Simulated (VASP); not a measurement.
# HfB (Fm-3m) in VASP: further runs

HfB is run at these levels: PBE; tasks: relaxation of cell and atoms, single point.

Everything below comes from runs of VASP 6.6.1. Logs are shortened: lines on timing, memory, paths and dates and some standing lists are left out, and cuts for length are marked.

### 1 The cell of the first run

Symmetry: Fm-3m, No. 225, cubic system. Conventional cell: a = 4.620 Å, b = 4.620 Å, c = 4.620 Å, α = 90.00°, β = 90.00°, γ = 90.00°. Hf (site symmetry m-3m) has 6 B at 2.31 Å within 3.1 Å. Within 3.1 Å of B (site symmetry m-3m) lie 6 Hf at 2.31 Å.

### 2 Relaxation of cell and atoms, PBE

Contents of INCAR:

```
SYSTEM = HfB
  PREC = Accurate
  ENCUT = 500
  EDIFF = 1E-7
  ISMEAR = 0
  SIGMA = 0.1
  LREAL = .FALSE.
  LASPH = .TRUE.
  NELM = 120
  ALGO = Normal
  ISIF = 3
  LWAVE = .FALSE.
  LCHARG = .FALSE.
  GGA = PE
  IBRION = 2
  NSW = 60
  EDIFFG = -0.04
  GGA_COMPAT = .FALSE.
  NELMIN = 4
```

Contents of KPOINTS:

```
Automatic mesh
0
G
  6 6 6
  0 0 0
```

Contents of POSCAR:

```
HfB
1.0
    0.0000000000      2.3100000000      2.3100000000
    2.3100000000      0.0000000000      2.3100000000
    2.3100000000      2.3100000000      0.0000000000
Hf B
1 1
Direct
    0.5000000000      0.5000000000      0.5000000000
    0.0000000000      0.0000000000      0.0000000000
```

Potentials or basis: VASP PAW PBE potentials, release 64 (Hf_pv, B).

Launch:

```console
cat potpaw_PBE.64/Hf_pv/POTCAR potpaw_PBE.64/B/POTCAR > POTCAR
mpirun -np 1 vasp_std > vasp.out
```

OUTCAR:

```text
SYSTEM = HfB
   PREC = Accurate
   ENCUT = 500
   EDIFF = 1E-7
   ISMEAR = 0
   LREAL = .FALSE.
   LASPH = .TRUE.
   NELM = 120
   ISIF = 3
   GGA = PE
   IBRION = 2
   NSW = 60
   EDIFFG = -0.04
   NELMIN = 4

 ion  position               nearest neighbor table
   1  0.500  0.500  0.500-   2 2.31   2 2.31   2 2.31   2 2.31   2 2.31   2 2.31
   2  0.000  0.000  0.000-   1 2.31   1 2.31   1 2.31   1 2.31   1 2.31   1 2.31

  LATTYP: Found a face centered cubic cell.
 ALAT       =     4.6200000000

  Lattice vectors:

 A1 = (   0.0000000000,   2.3100000000,   2.3100000000)
 A2 = (   2.3100000000,   0.0000000000,   2.3100000000)
 A3 = (   2.3100000000,   2.3100000000,   0.0000000000)

Analysis of symmetry for initial positions (statically):
=====================================================================
 Subroutine PRICEL returns:
 Original cell was already a primitive cell.

 Routine SETGRP: Setting up the symmetry group for a
 face centered cubic supercell.

 Subroutine GETGRP returns: Found 48 space group operations
 (whereof 48 operations were pure point group operations)
 out of a pool of 48 trial point group operations.

The static configuration has the point symmetry O_h .

Analysis of symmetry for dynamics (positions and initial velocities):
=====================================================================
 Subroutine PRICEL returns:
 Original cell was already a primitive cell.

 Routine SETGRP: Setting up the symmetry group for a
 face centered cubic supercell.

 Subroutine GETGRP returns: Found 48 space group operations
 (whereof 48 operations were pure point group operations)
 out of a pool of 48 trial point group operations.

The dynamic configuration has the point symmetry O_h .

 Subroutine INISYM returns: Found 48 space group operations
 (whereof 48 operations are pure point group operations),
 and found     1 'primitive' translations

----------------------------------------------------------------------------------------

                                     Primitive cell

  volume of cell :      24.6528

  direct lattice vectors                    reciprocal lattice vectors
     0.000000000  2.310000000  2.310000000    -0.216450216  0.216450216  0.216450216
     2.310000000  0.000000000  2.310000000     0.216450216 -0.216450216  0.216450216
     2.310000000  2.310000000  0.000000000     0.216450216  0.216450216 -0.216450216

  length of vectors
     3.266833329  3.266833329  3.266833329     0.374902772  0.374902772  0.374902772

  position of ions in fractional coordinates (direct lattice)
     0.500000000  0.500000000  0.500000000
     0.000000000  0.000000000  0.000000000

  ion indices of the primitive-cell ions
   primitive index   ion index
                 1           1
                 2           2

----------------------------------------------------------------------------------------

 KPOINTS: Automatic mesh

Automatic generation of k-mesh.
 Grid dimensions read from file:
 generate k-points for:    6    6    6

 Generating k-lattice:

  Cartesian coordinates                     Fractional coordinates (reciprocal lattice)
    -0.036075036  0.036075036  0.036075036     0.166666667  0.000000000  0.000000000
     0.036075036 -0.036075036  0.036075036     0.000000000  0.166666667  0.000000000
     0.036075036  0.036075036 -0.036075036     0.000000000  0.000000000  0.166666667

  Length of vectors
     0.062483795  0.062483795  0.062483795

  Shift w.r.t. Gamma in fractional coordinates (k-lattice)
     0.000000000  0.000000000  0.000000000

 Subroutine IBZKPT returns following result:
 ===========================================

 Found     16 irreducible k-points:

 Following reciprocal coordinates:
            Coordinates               Weight
  0.000000  0.000000  0.000000      1.000000
  0.166667  0.000000  0.000000      8.000000
  0.333333  0.000000  0.000000      8.000000
  0.500000  0.000000  0.000000      4.000000
  0.166667  0.166667  0.000000      6.000000
  0.333333  0.166667  0.000000     24.000000
[... 8 lines left out ...]
 -0.333333  0.333333  0.166667     24.000000
 -0.333333  0.500000  0.166667     12.000000
   k-points           NKPTS =     16   k-points in BZ     NKDIM =     16   number of bands    NBANDS=     10
   number of dos      NEDOS =    301   number of ions     NIONS =      2
   total plane-waves  NPLWV =  13824
   dimension x,y,z NGX =    24 NGY =   24 NGZ =   24
   dimension x,y,z NGXF=    48 NGYF=   48 NGZF=   48
   ions per type =               1   1
   NGX,Y,Z   is equivalent  to a cutoff of  12.21, 12.21, 12.21 a.u.
   NGXF,Y,Z  is equivalent  to a cutoff of  24.43, 24.43, 24.43 a.u.
 SYSTEM =  HfB
   PREC   = accura    normal or accurate (medium, high low for compatibility)
   ISTART =      0    job   : 0-new  1-cont  2-samecut
   ICHARG =      2    charge: 1-file 2-atom 10-const
   ISPIN  =      1    spin polarized calculation?
   LNONCOLLINEAR =      F non collinear calculations
   LSORBIT =      F    spin-orbit coupling
   LASPH  =      T    aspherical Exc in radial PAW
   ENCUT  =  500.0 eV  36.75 Ry    6.06 a.u.   5.96  5.96  5.96*2*pi/ulx,y,z
   NELM   =    120;   NELMIN=  4; NELMDL= -5     # of ELM steps
   EDIFF  = 0.1E-06   stopping-criterion for ELM
   LREAL  =      F    real-space projection
   EDIFFG = -.4E-01   stopping-criterion for IOM
   NSW    =     60    number of steps for IOM
   IBRION =      2    ionic relax: 0-MD 1-quasi-New 2-CG
   NFREE  =      1    steps in history (QN), initial steepest desc. (CG)
   ISIF   =      3    stress and relaxation
   ISYM   =      2    0-nonsym 1-usesym 2-fastsym
   POTIM  = 0.5000    time-step for ionic-motion
   TEBEG  =    0.0;   TEEND  =   0.0 temperature during run
   PSTRESS=    0.0 pullay stress
   NELECT =      13.0000    total number of electrons
   NUPDOWN=      -1.0000    fix difference up-down
   EMIN   =  10.00;   EMAX   =-10.00  energy-range for DOS
   EFERMI =   0.00;   METHOD = LEGACY
   ISMEAR =     0;   SIGMA  =   0.10  broadening in eV -4-tet -1-fermi 0-gaus
   EFERMI_NEDOS =   21; number of points for ismear=-14 and -15
   IALGO  =     38    algorithm
   IMIX   =      4    mixing-type and parameters
     AMIX     =   0.40;   BMIX     =  1.00
     AMIX_MAG =   1.60;   BMIX_MAG =  1.00
  volume/ion in A,a.u.               =      12.33        83.18
  Fermi-wavevector in a.u.,A,eV,Ry     =   1.322617  2.499383 23.800871  1.749315
  Thomas-Fermi vector in A             =   2.452285
   LORBIT       =      0    0 simple, 1 ext, 2 COOP (PROOUT), +10 PAW based schemes
   GGA     = PE    functional components
   LHFCALC =     F    Hartree Fock is set to
   AEXX    =    0.0000 exact exchange contribution
   IVDW    =     0    specifies the selected vdW correction
   LEPSILON=     F    determine dielectric tensor
   LRPA    =     F    only Hartree local field effects (RPA)
 conjugate gradient relaxation of ions
 non-spin polarized calculation
 Gauss-broadening in eV      SIGMA  =   0.10
  energy-cutoff  :      500.00
  volume of cell :       24.65
 maximum number of plane-waves:       636
   NGX = 11   NGY = 11   NGZ = 11

--------------------------------------- Ionic step        1  -------------------------------------------

 number of electron      13.0000002 magnetization

 Free energy of the ion-electron system (eV)
  ---------------------------------------------------
  ext. energy  EPLUGINS =         0.00000000
  ---------------------------------------------------
  free energy    TOTEN  =       -17.17338998 eV

  energy without entropy =      -17.16457781  energy(sigma->0) =      -17.16898389

------------------------ aborting loop because EDIFF is reached ----------------------------------------

  FORCE on cell =-STRESS in cart. coord.  units (eV):
  Direction    XX          YY          ZZ          XY          YZ          ZX
  --------------------------------------------------------------------------------------
  -------------------------------------------------------------------------------------
  Total        4.7271942      4.7271942      4.7271942      0.0000000      0.0000000      0.0000000
  in kB      307.2190120    307.2190120    307.2190120      0.0000000      0.0000000      0.0000000
  external PRESSURE =     307.2190120 kB  Pullay stress =       0.0000000 kB

 VOLUME and BASIS-vectors are now :
 -----------------------------------------------------------------------------
  energy-cutoff  :      500.00
  volume of cell :       24.65
      direct lattice vectors                 reciprocal lattice vectors
     0.000000000  2.310000000  2.310000000    -0.216450216  0.216450216  0.216450216
     2.310000000  0.000000000  2.310000000     0.216450216 -0.216450216  0.216450216
     2.310000000  2.310000000  0.000000000     0.216450216  0.216450216 -0.216450216
[... 73 lines left out ...]
 POSITION                                       TOTAL-FORCE (eV/Angst)
 -----------------------------------------------------------------------------------
      2.42276      2.42276      2.42276        -0.000000     -0.000000      0.000000
      0.00000      0.00000     -0.00000         0.000000      0.000000     -0.000000
 -----------------------------------------------------------------------------------
    total drift:                                0.000000     -0.000000      0.000000

  FREE ENERGIE OF THE ION-ELECTRON SYSTEM (eV)
  ---------------------------------------------------
  free  energy   TOTEN  =       -17.4833452911 eV

  energy  without entropy=      -17.4733585829  energy(sigma->0) =      -17.47835194

--------------------------------------- Ionic step        4  -------------------------------------------

 number of electron      13.0000002 magnetization

 Free energy of the ion-electron system (eV)
  ---------------------------------------------------
  ext. energy  EPLUGINS =         0.00000000
  ---------------------------------------------------
  free energy    TOTEN  =       -17.48384043 eV

  energy without entropy =      -17.47379717  energy(sigma->0) =      -17.47881880

 E-fermi :   4.0885     XC(G=0): -11.6589

 val. band max:        4.0788313897   @ k =  -0.1667   0.1667   0.0000
 cond. band min:       4.5318500993   @ k =   0.1667   0.0000   0.0000
 fundamental gap:      0.4530187096
 Fermi energy:         4.0884592998

 k-point     1 :       0.0000    0.0000    0.0000
  band No.  band energies     occupation
      1     -24.7634      2.00000
      2     -24.7634      2.00000
      3     -24.7634      2.00000
      4      -4.8395      2.00000
      5       6.3181      0.00000
      6       6.3181      0.00000
      7       6.3181      0.00000
      8       7.8418      0.00000
      9       7.8418      0.00000
     10       7.8418      0.00000

 k-point     2 :       0.1667    0.0000    0.0000
  band No.  band energies     occupation
      1     -24.8758      2.00000
      2     -24.7758      2.00000
      3     -24.7758      2.00000
      4      -4.1815      2.00000
      5       4.5319      0.00000
      6       5.1864      0.00000
      7       5.1864      0.00000
      8       7.1879      0.00000
      9       7.1879      0.00000
     10       8.5002      0.00000
[... 202 lines left out ...]
 POSITION                                       TOTAL-FORCE (eV/Angst)
 -----------------------------------------------------------------------------------
      2.41878      2.41878      2.41878         0.000000     -0.000000     -0.000000
      0.00000      0.00000      0.00000        -0.000000      0.000000      0.000000
 -----------------------------------------------------------------------------------
    total drift:                                0.000000     -0.000000      0.000000

  FREE ENERGIE OF THE ION-ELECTRON SYSTEM (eV)
  ---------------------------------------------------
  free  energy   TOTEN  =       -17.4838404255 eV

  energy  without entropy=      -17.4737971716  energy(sigma->0) =      -17.47881880

 reached required accuracy - stopping structural energy minimisation
```

Wall time 26 s (1 thread of Intel Xeon 8259CL, shared host); peak memory 0.14 GiB.

Results:

- Free energy: -17.4838 eV
- Relaxed volume: 14.15 Å³/atom
- Relaxed cell: a = 3.421 Å, b = 3.421 Å, c = 3.421 Å, α = 60.00°, β = 60.00°, γ = 60.00°
- Space group after relaxing (to 0.05 Å): Fm-3m (No. 225)
- Energy gained by relaxing: 155.2 meV/atom
- Ionic steps: 4
- Pressure after relaxing: -0.1 GPa

The path:
```tsv
step	energy change (eV)	largest force (eV/Å)	pressure (GPa)	volume (Å³)
1	0.0000	0.0000	30.72	24.65
2	0.1597	0.0000	-22.32	34.08
3	-0.3100	0.0000	-0.97	28.44
4	-0.3105	0.0000	-0.14	28.30
```

Final structure:
```yaml
crystal:
  lattice:
    - [0.00000, 2.41878, 2.41878]
    - [2.41878, 0.00000, 2.41878]
    - [2.41878, 2.41878, 0.00000]
  atoms:
    - { symbol: Hf, position: [0.50000, 0.50000, 0.50000] }
    - { symbol: B, position: [0.00000, 0.00000, 0.00000] }
```

Caveat: the k points lie up to 0.37 Å⁻¹ apart in the final cell; spin-orbit coupling is left out, which moves the levels of the heavy elements; the volume moved by +15 % from the deposited cell, more than functionals usually miss.

### 3 Single point, PBE

This run uses another cell than the first one, of 14.12 Å³/atom, 1.146 times its volume.

Contents of INCAR:

```
SYSTEM = HfB
ALGO = Normal
EDIFF = 1E-6
ENCUT = 500
GGA = PE
GGA_COMPAT = .FALSE.
ISIF = 2
ISMEAR = 0
LASPH = .TRUE.
LCHARG = .FALSE.
LREAL = .FALSE.
LWAVE = .FALSE.
NBANDS = 14
NELM = 120
PREC = Accurate
SIGMA = 0.1
```

Contents of KPOINTS:

```
k-points
0
G
  20 20 20
  0 0 0
```

Contents of POSCAR:

```
HfB
1.0
    0.0000000000      2.4170433240      2.4170433240
    2.4170433240      0.0000000000      2.4170433240
    2.4170433240      2.4170433240      0.0000000000
Hf B
1 1
Direct
    0.5000000000      0.5000000000      0.5000000000
    0.0000000000      0.0000000000      0.0000000000
```

Potentials or basis: VASP PAW PBE potentials, release 64 (Hf_pv, B).

Launch:

```console
cat potpaw_PBE.64/Hf_pv/POTCAR potpaw_PBE.64/B/POTCAR > POTCAR
mpirun -np 1 vasp_std > vasp.out
```

It took 2.5 min on 1 thread of Intel Xeon 8259CL, shared host; peak memory 0.23 GiB.

It converged, with:

```
Free energy : -17.4642 eV
Pressure    : 0.0 GPa
```

Levels at points of the mesh, in eV from the Fermi level:
```
           k point  band 3  band 4  band 5  band 6  band 7  band 8  band 9  band 10  band 11  band 12
(0.00, 0.00, 0.00)  -29.02   -9.13    2.04    2.04    2.04    3.57    3.57     3.57     3.71     3.71
(0.50, 0.00, 0.00)  -29.07   -4.62   -4.49   -1.15   -1.15    5.65    5.65     6.47     7.70    12.63
(0.50, 0.50, 0.00)  -29.18   -6.38   -1.25   -0.78    1.93    1.93    5.38     6.77     6.77     7.70
```

Caveat: spin-orbit coupling is left out, which moves the levels of the heavy elements.

### 4 Relaxation of cell and atoms, PBE

This run uses another cell than the first one, of 14.14 Å³/atom, 1.147 times its volume.

Contents of INCAR:

```
PREC = Accurate
ENCUT = 500
EDIFF = 1E-7
ISMEAR = 0
SIGMA = 0.1
LREAL = F
LASPH = T
NELM = 120
ALGO = Normal
ISIF = 3
LWAVE = F
LCHARG = F
GGA = PE
IBRION = 2
NSW = 70
EDIFFG = -0.02
GGA_COMPAT = F
NELMIN = 4
```

Contents of KPOINTS:

```
regular mesh
0
Gamma
  20 20 20
```

Contents of POSCAR:

```
HfB
1.0
    0.0000000000      2.4181400994      2.4181400994
    2.4181400994      0.0000000000      2.4181400994
    2.4181400994      2.4181400994      0.0000000000
Hf B
1 1
Direct
    0.5000000000      0.5000000000      0.5000000000
    0.0000000000      0.0000000000      0.0000000000
```

Launch:

```console
cat potpaw_PBE.64/Hf_pv/POTCAR potpaw_PBE.64/B/POTCAR > POTCAR
mpirun -np 1 vasp_std > vasp.out
```

Run time: 1.9 min. Hardware: 1 thread of Intel Xeon 8259CL, shared host; peak memory 0.22 GiB.

It converged, with:

| Item | Value |
| --- | --- |
| Free energy | -17.4642 eV |
| Pressure after relaxing | -0.1 GPa |

Final structure:
```
Hf B
1.0
     0.00000    2.41814    2.41814
     2.41814    0.00000    2.41814
     2.41814    2.41814    0.00000
Hf B
1 1
Direct
  0.50000 0.50000 0.50000
  0.00000 0.00000 0.00000
```

Levels at points of the mesh, in eV from the Fermi level:
```
           k point  band 3  band 4  band 5  band 6  band 7  band 8  band 9  band 10
(0.00, 0.00, 0.00)  -29.03   -9.12    2.04    2.04    2.04    3.56    3.56     3.56
(0.50, 0.00, 0.00)  -29.08   -4.61   -4.49   -1.15   -1.15    5.64    5.64     6.46
(0.50, 0.50, 0.00)  -29.19   -6.37   -1.26   -0.78    1.93    1.93    5.38     6.76
```

Caveat: the relaxation stopped at its first step, so nothing moved; spin-orbit coupling is left out, which moves the levels of the heavy elements.

### 5 Overview

| task | cell | k mesh | gap on the mesh (eV) | pressure (GPa) |
| --- | --- | --- | --- | --- |
| relaxation of cell and atoms | relaxed from a = 3.267 Å, angles 60.0°, 2 atoms | 6 × 6 × 6 | none | -0.1 |
| single point | a = 3.418 Å, angles 60.0°, 2 atoms | 20 × 20 × 20 | none | 0.0 |
| relaxation of cell and atoms | relaxed from a = 3.420 Å, angles 60.0°, 2 atoms | 20 × 20 × 20 | none | -0.1 |

Alike in all rows: level PBE; potentials or basis VASP PAW PBE potentials, release 64 (Hf_pv, B); no spin polarisation; cutoff (eV) 500; smearing gaussian 0.1 eV.

Caveats: some runs use coarse meshes; spin-orbit coupling is left out, which moves the levels of the heavy elements; the volume moved by +15 % from the deposited cell, more than functionals usually miss (some runs); the relaxation stopped at its first step, so nothing moved (some runs).

Total energies depend on the potentials used, so only differences within one code and one set of settings carry meaning.
